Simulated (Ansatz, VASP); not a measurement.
This is a calculation of In3Se for Ansatz 0.2.0.

Contents of input.yaml:

```yaml
crystal:
  lattice:
    - [4.803758, 0.0, 0.0]
    - [0.0, 4.803758, 0.0]
    - [0.0, 0.0, 4.803758]
  atoms:
    - { symbol: In, position: [0.5, 0.5, 0.0] }
    - { symbol: In, position: [0.5, 0.0, 0.5] }
    - { symbol: In, position: [0.0, 0.5, 0.5] }
    - { symbol: Se, position: [0.0, 0.0, 0.0] }
hamiltonian:
  xc: r2scan
  pseudopotentials: { kind: paw }
kpoints:
  mp_grid: { grid: [6, 6, 6] }
scf:
  occupations: { method: fermi_dirac, width: 0.05 }
output:
  forces: true
  stress: true
  eigenvalues: true
```

Potentials or basis: Ansatz PAW.

The run is started by

```bash
$ ansatz run input.yaml --threads 2 --pin off --max-ram 5632MiB --backend cpu --events-out ev --progress --plain --runs-dir out
```

Problem. Set up the same calculation for VASP 6.6.1. Potentials there: VASP PAW PBE potentials, release 64 (In_d, Se).

Solution. As run (the cutoff follows the program's own potentials):

The input POSCAR:

```
In3Se
1.0
    4.8037580000      0.0000000000      0.0000000000
    0.0000000000      4.8037580000      0.0000000000
    0.0000000000      0.0000000000      4.8037580000
In Se
3 1
Direct
    0.5000000000      0.5000000000      0.0000000000
    0.5000000000      0.0000000000      0.5000000000
    0.0000000000      0.5000000000      0.5000000000
    0.0000000000      0.0000000000      0.0000000000
```

File INCAR.step1:

```
SYSTEM = In3Se
PREC = Accurate
ENCUT = 520
ISMEAR = -1
SIGMA = 0.05
LREAL = .FALSE.
LASPH = .TRUE.
NELM = 60
NBANDS = 30
GGA = PE
ALGO = Normal
EDIFF = 1E-4
LWAVE = .TRUE.
LCHARG = .FALSE.
```

Contents of INCAR.step2:

```
SYSTEM = In3Se
PREC = Accurate
ENCUT = 520
EDIFF = 1E-7
ISMEAR = -1
SIGMA = 0.05
LREAL = .FALSE.
LASPH = .TRUE.
NELM = 60
ALGO = Normal
ISIF = 2
LWAVE = .FALSE.
LCHARG = .TRUE.
METAGGA = R2SCAN
LMIXTAU = .TRUE.
LELF = .TRUE.
LVHAR = .TRUE.
NBANDS = 30
ISTART = 1
```

Contents of KPOINTS:

```
regular mesh
0
G
  6 6 6
  0 0 0
```

Potentials or basis: VASP PAW PBE potentials, release 64 (In_d, Se).

Run with:

```sh
$ cat potpaw_PBE.64/In_d/POTCAR potpaw_PBE.64/Se/POTCAR > POTCAR
$ cp INCAR.step1 INCAR
$ mpirun -np 1 vasp_std > vasp.out
$ cp INCAR.step2 INCAR
$ mpirun -np 1 vasp_std > vasp.out
```

Both were run:

|  | VASP | Ansatz | Ansatz less VASP |
| --- | --- | --- | --- |
| gap on the k mesh at the Fermi level (eV) | none | none | - |
| pressure (GPa) | -1.2 | -1.2 | 0.00 |

VASP's potentials were made for PBE, not for r2SCAN. A gap of «none» marks a metal or a gap that the smearing closes. With one functional, cell and mesh, what is left measures potentials, basis and numerics. VASP's potentials hold 45 valence electrons a cell and Ansatz's 55, so a difference there can come from the potentials and not from the codes.
